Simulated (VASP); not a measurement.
# Ir (Fm-3m) in VASP: further runs

Runs on Ir. Level: PBE. Tasks: single point, relaxation of cell and atoms.

Everything below comes from runs of VASP 6.6.1. Logs are shortened: lines on timing, memory, paths and dates and some standing lists are left out, and cuts for length are marked.

## (1) The cell of the first run

Symmetry: Fm-3m, No. 225, cubic system. The conventional cell has a = 3.876 Å, b = 3.876 Å, c = 3.876 Å, α = 90.00°, β = 90.00°, γ = 90.00°. Within 3.6 Å of Ir (site symmetry m-3m) lie 12 Ir at 2.74 Å.

## (2) Single point, PBE

Input file INCAR:

```
PREC     = Accurate       # precision mode
ENCUT    = 500            # plane-wave cutoff, eV
EDIFF    = 1E-6           # SCF threshold, eV
ISMEAR   = 0              # smearing method
SIGMA    = 0.1            # smearing width, eV
LREAL    = False          # projectors in reciprocal space
LASPH    = True           # aspherical terms in the spheres
NELM     = 120            # most SCF steps
ALGO     = Normal         # electronic algorithm
ISIF     = 2              # what is computed and relaxed
LWAVE    = False          # write WAVECAR
LCHARG   = False          # write CHGCAR
GGA      = PE             # functional
NBANDS   = 10             # bands
GGA_COMPAT= False
```

Input file KPOINTS:

```
Automatic mesh
0
Gamma
  8 8 8
```

Input file POSCAR:

```
Ir
1.0
    0.0000000000      1.9378957047      1.9378957047
    1.9378957047      0.0000000000      1.9378957047
    1.9378957047      1.9378957047      0.0000000000
Ir
1
Direct
    0.0000000000      0.0000000000      0.0000000000
```

Potentials or basis: VASP PAW PBE potentials, release 64 (Ir).

Started as:

```
> cat potpaw_PBE.64/Ir/POTCAR > POTCAR
> mpirun -np 1 vasp_std > vasp.out
```

OUTCAR:

```text
PREC = Accurate
   ENCUT = 500
   EDIFF = 1E-6
   ISMEAR = 0
   LREAL = False
   LASPH = True
   NELM = 120
   ISIF = 2
   GGA = PE

 ion  position               nearest neighbor table
   1  0.000  0.000  0.000-

  LATTYP: Found a face centered cubic cell.
 ALAT       =     3.8757914094

  Lattice vectors:

 A1 = (   0.0000000000,   1.9378957047,   1.9378957047)
 A2 = (   1.9378957047,   0.0000000000,   1.9378957047)
 A3 = (   1.9378957047,   1.9378957047,   0.0000000000)

Analysis of symmetry for initial positions (statically):
=====================================================================
 Subroutine PRICEL returns:
 Original cell was already a primitive cell.

 Routine SETGRP: Setting up the symmetry group for a
 face centered cubic supercell.

 Subroutine GETGRP returns: Found 48 space group operations
 (whereof 48 operations were pure point group operations)
 out of a pool of 48 trial point group operations.

The static configuration has the point symmetry O_h .

Analysis of symmetry for dynamics (positions and initial velocities):
=====================================================================
 Subroutine PRICEL returns:
 Original cell was already a primitive cell.

 Routine SETGRP: Setting up the symmetry group for a
 face centered cubic supercell.

 Subroutine GETGRP returns: Found 48 space group operations
 (whereof 48 operations were pure point group operations)
 out of a pool of 48 trial point group operations.

The dynamic configuration has the point symmetry O_h .

 Subroutine INISYM returns: Found 48 space group operations
 (whereof 48 operations are pure point group operations),
 and found     1 'primitive' translations

----------------------------------------------------------------------------------------

                                     Primitive cell

  volume of cell :      14.5553

  direct lattice vectors                    reciprocal lattice vectors
     0.000000000  1.937895705  1.937895705    -0.258011821  0.258011821  0.258011821
     1.937895705  0.000000000  1.937895705     0.258011821 -0.258011821  0.258011821
     1.937895705  1.937895705  0.000000000     0.258011821  0.258011821 -0.258011821

  length of vectors
     2.740598388  2.740598388  2.740598388     0.446889583  0.446889583  0.446889583

  position of ions in fractional coordinates (direct lattice)
     0.000000000  0.000000000  0.000000000

  ion indices of the primitive-cell ions
   primitive index   ion index
                 1           1

----------------------------------------------------------------------------------------

 KPOINTS: Automatic mesh

Automatic generation of k-mesh.
 Grid dimensions read from file:
 generate k-points for:    8    8    8

 Generating k-lattice:

  Cartesian coordinates                     Fractional coordinates (reciprocal lattice)
    -0.032251478  0.032251478  0.032251478     0.125000000  0.000000000  0.000000000
     0.032251478 -0.032251478  0.032251478     0.000000000  0.125000000  0.000000000
     0.032251478  0.032251478 -0.032251478     0.000000000  0.000000000  0.125000000

  Length of vectors
     0.055861198  0.055861198  0.055861198

  Shift w.r.t. Gamma in fractional coordinates (k-lattice)
     0.000000000  0.000000000  0.000000000

 Subroutine IBZKPT returns following result:
 ===========================================

 Found     29 irreducible k-points:

 Following reciprocal coordinates:
            Coordinates               Weight
  0.000000  0.000000  0.000000      1.000000
  0.125000  0.000000  0.000000      8.000000
  0.250000  0.000000  0.000000      8.000000
  0.375000  0.000000  0.000000      8.000000
  0.500000  0.000000  0.000000      4.000000
  0.125000  0.125000  0.000000      6.000000
[... 16 lines left out ...]
  0.500000  0.250000  0.125000     48.000000
 -0.375000  0.250000  0.125000     24.000000
 [... further k-points ...]
   k-points           NKPTS =     29   k-points in BZ     NKDIM =     29   number of bands    NBANDS=     10
   number of dos      NEDOS =    301   number of ions     NIONS =      1
   total plane-waves  NPLWV =   8000
   dimension x,y,z NGX =    20 NGY =   20 NGZ =   20
   dimension x,y,z NGXF=    40 NGYF=   40 NGZF=   40
   ions per type =               1
   NGX,Y,Z   is equivalent  to a cutoff of  12.13, 12.13, 12.13 a.u.
   NGXF,Y,Z  is equivalent  to a cutoff of  24.26, 24.26, 24.26 a.u.
 SYSTEM =  unknown system
   PREC   = accura    normal or accurate (medium, high low for compatibility)
   ISTART =      0    job   : 0-new  1-cont  2-samecut
   ICHARG =      2    charge: 1-file 2-atom 10-const
   ISPIN  =      1    spin polarized calculation?
   LNONCOLLINEAR =      F non collinear calculations
   LSORBIT =      F    spin-orbit coupling
   LASPH  =      T    aspherical Exc in radial PAW
   ENCUT  =  500.0 eV  36.75 Ry    6.06 a.u.   5.00  5.00  5.00*2*pi/ulx,y,z
   NELM   =    120;   NELMIN=  2; NELMDL= -5     # of ELM steps
   EDIFF  = 0.1E-05   stopping-criterion for ELM
   LREAL  =      F    real-space projection
   EDIFFG = 0.1E-04   stopping-criterion for IOM
   NSW    =      0    number of steps for IOM
   IBRION =     -1    ionic relax: 0-MD 1-quasi-New 2-CG
   NFREE  =      0    steps in history (QN), initial steepest desc. (CG)
   ISIF   =      2    stress and relaxation
   ISYM   =      2    0-nonsym 1-usesym 2-fastsym
   POTIM  = 0.5000    time-step for ionic-motion
   TEBEG  =    0.0;   TEEND  =   0.0 temperature during run
   PSTRESS=    0.0 pullay stress
   NELECT =       9.0000    total number of electrons
   NUPDOWN=      -1.0000    fix difference up-down
   EMIN   =  10.00;   EMAX   =-10.00  energy-range for DOS
   EFERMI =   0.00;   METHOD = LEGACY
   ISMEAR =     0;   SIGMA  =   0.10  broadening in eV -4-tet -1-fermi 0-gaus
   EFERMI_NEDOS =   21; number of points for ismear=-14 and -15
   IALGO  =     38    algorithm
   IMIX   =      4    mixing-type and parameters
     AMIX     =   0.40;   BMIX     =  1.00
     AMIX_MAG =   1.60;   BMIX_MAG =  1.00
  volume/ion in A,a.u.               =      14.56        98.22
  Fermi-wavevector in a.u.,A,eV,Ry     =   1.394704  2.635608 26.466029  1.945198
  Thomas-Fermi vector in A             =   2.518227
   LORBIT       =      0    0 simple, 1 ext, 2 COOP (PROOUT), +10 PAW based schemes
   GGA     = PE    functional components
   LHFCALC =     F    Hartree Fock is set to
   AEXX    =    0.0000 exact exchange contribution
   IVDW    =     0    specifies the selected vdW correction
   LEPSILON=     F    determine dielectric tensor
   LRPA    =     F    only Hartree local field effects (RPA)
 non-spin polarized calculation
 Gauss-broadening in eV      SIGMA  =   0.10
  energy-cutoff  :      500.00
  volume of cell :       14.56
 maximum number of plane-waves:       380
   NGX =  9   NGY =  9   NGZ =  9

 number of electron       9.0000000 magnetization

 Free energy of the ion-electron system (eV)
  ---------------------------------------------------
  ext. energy  EPLUGINS =         0.00000000
  ---------------------------------------------------
  free energy    TOTEN  =        -8.78195134 eV

  energy without entropy =       -8.77305048  energy(sigma->0) =       -8.77750091

 E-fermi :   9.9695     XC(G=0): -13.8183

 val. band max:        9.9256818762   @ k =  -0.3750   0.1250   0.0000
 cond. band min:       9.9893841771   @ k =  -0.3750   0.2500   0.0000
 fundamental gap:      0.0637023009
 Fermi energy:         9.9694824586

 k-point     1 :       0.0000    0.0000    0.0000
  band No.  band energies     occupation
      1      -0.8963      2.00000
      2       6.1986      2.00000
      3       6.1986      2.00000
      4       6.1986      2.00000
      5       8.7787      2.00000
      6       8.7787      2.00000
      7      24.2824      0.00000
      8      29.7216      0.00000
      9      29.7216      0.00000
     10      29.7216      0.00000

 k-point     2 :       0.1250    0.0000    0.0000
  band No.  band energies     occupation
      1      -0.2434      2.00000
      2       5.8932      2.00000
      3       6.4525      2.00000
      4       6.4525      2.00000
      5       8.6448      2.00000
      6       8.6448      2.00000
      7      25.3352      0.00000
      8      27.1504      0.00000
      9      30.7831      0.00000
     10      30.7831      0.00000

 k-point     3 :       0.2500    0.0000    0.0000
  band No.  band energies     occupation
      1       1.2654      2.00000
      2       5.7040      2.00000
      3       6.6280      2.00000
      4       6.6280      2.00000
      5       8.9559      2.00000
      6       8.9559      2.00000
      7      23.5877      0.00000
      8      26.5301      0.00000
      9      33.2876      0.00000
     10      33.2886      0.00000

 k-point     4 :       0.3750    0.0000    0.0000
  band No.  band energies     occupation
      1       2.0751      2.00000
      2       6.2944      2.00000
      3       6.2944      2.00000
      4       7.3395      2.00000
      5      10.1102      0.04653
      6      10.1102      0.04652
      7      19.5873      0.00000
      8      24.6918      0.00000
      9      31.0565      0.00000
     10      31.0565      0.00000

 k-point     5 :       0.5000    0.0000    0.0000
  band No.  band energies     occupation
      1       2.1132      2.00000
      2       6.1077      2.00000
      3       6.1077      2.00000
      4       9.2362      2.00000
      5      10.7711      0.00000
      6      10.7711      0.00000
      7      16.8985      0.00000
      8      23.8328      0.00000
      9      29.4610      0.00000
     10      29.4610      0.00000

 k-point     6 :       0.1250    0.1250    0.0000
  band No.  band energies     occupation
      1      -0.0207      2.00000
      2       5.5752      2.00000
      3       6.6969      2.00000
      4       6.6969      2.00000
      5       8.0680      2.00000
      6       9.0348      2.00000
      7      25.7581      0.00000
      8      28.1371      0.00000
      9      29.8626      0.00000
     10      29.8626      0.00000
[... 183 lines left out ...]
 k-point    21 :       0.5000    0.5000    0.0000
  band No.  band energies     occupation
      1       2.3388      2.00000
      2       2.8821      2.00000
      3      10.7455      0.00000
      4      11.3172      0.00000
      5      11.3172      0.00000
      6      11.6194      0.00000
      7      20.0509      0.00000
      8      21.4953      0.00000
      9      21.4953      0.00000
     10      30.7823      0.00000

 k-point    22 :       0.3750    0.2500    0.1250
  band No.  band energies     occupation
      1       2.6297      2.00000
      2       4.6172      2.00000
      3       6.1276      2.00000
      4       8.1344      2.00000
      5       8.2001      2.00000
      6      10.6706      0.00000
      7      24.0143      0.00000
      8      26.5621      0.00000
      9      28.2921      0.00000
     10      30.3779      0.00000

 k-point    23 :       0.5000    0.2500    0.1250
  band No.  band energies     occupation
      1       3.5122      2.00000
      2       5.1408      2.00000
      3       5.5105      2.00000
      4       7.7609      2.00000
      5       9.7758      1.99384
      6      12.6705      0.00000
      7      19.9267      0.00000
      8      25.0952      0.00000
      9      26.5504      0.00000
     10      31.0613      0.00000

 k-point    24 :      -0.3750    0.2500    0.1250
  band No.  band energies     occupation
      1       3.5439      2.00000
      2       4.9198      2.00000
      3       6.4547      2.00000
      4       7.4585      2.00000
      5      10.4689      0.00000
      6      14.9573      0.00000
      7      16.3597      0.00000
      8      25.4768      0.00000
      9      25.4776      0.00000
     10      29.5042      0.00000

 [... further k-points ...]
[... 5 lines left out ...]
  --------------------------------------------------------------------------------------
  -------------------------------------------------------------------------------------
  Total        0.0362173      0.0362173      0.0362173     -0.0000000     -0.0000000      0.0000000
  in kB        3.9866270      3.9866270      3.9866270     -0.0000000     -0.0000000      0.0000000
  external PRESSURE =       3.9866270 kB  Pullay stress =       0.0000000 kB

 VOLUME and BASIS-vectors are now :
 -----------------------------------------------------------------------------
  energy-cutoff  :      500.00
  volume of cell :       14.56
      direct lattice vectors                 reciprocal lattice vectors
     0.000000000  1.937895705  1.937895705    -0.258011821  0.258011821  0.258011821
     1.937895705  0.000000000  1.937895705     0.258011821 -0.258011821  0.258011821
     1.937895705  1.937895705  0.000000000     0.258011821  0.258011821 -0.258011821

 POSITION                                       TOTAL-FORCE (eV/Angst)
 -----------------------------------------------------------------------------------
      0.00000      0.00000      0.00000         0.000000      0.000000      0.000000
 -----------------------------------------------------------------------------------
    total drift:                                0.000000      0.000000      0.000000

  FREE ENERGIE OF THE ION-ELECTRON SYSTEM (eV)
  ---------------------------------------------------
  free  energy   TOTEN  =        -8.7819513368 eV

  energy  without entropy=       -8.7730504809  energy(sigma->0) =       -8.77750091
```

Wall time 2.1 s (1 thread of Intel Xeon 6975P-C (Granite Rapids), shared host); peak memory 0.13 GiB.

Results:

- Free energy: -8.7820 eV
- Pressure: 0.4 GPa

Levels at points of the mesh, in eV from the Fermi level:
```tsv
k point	band 2	band 3	band 4	band 5	band 6	band 7
(0.00, 0.00, 0.00)	-3.77	-3.77	-3.77	-1.19	-1.19	14.31
(0.50, 0.00, 0.00)	-3.86	-3.86	-0.73	0.80	0.80	6.93
(0.50, 0.50, 0.00)	-7.09	0.78	1.35	1.35	1.65	10.08
```

Caveat: spin-orbit coupling is left out, which moves the levels of the heavy elements.

[end of part 1 of 2]
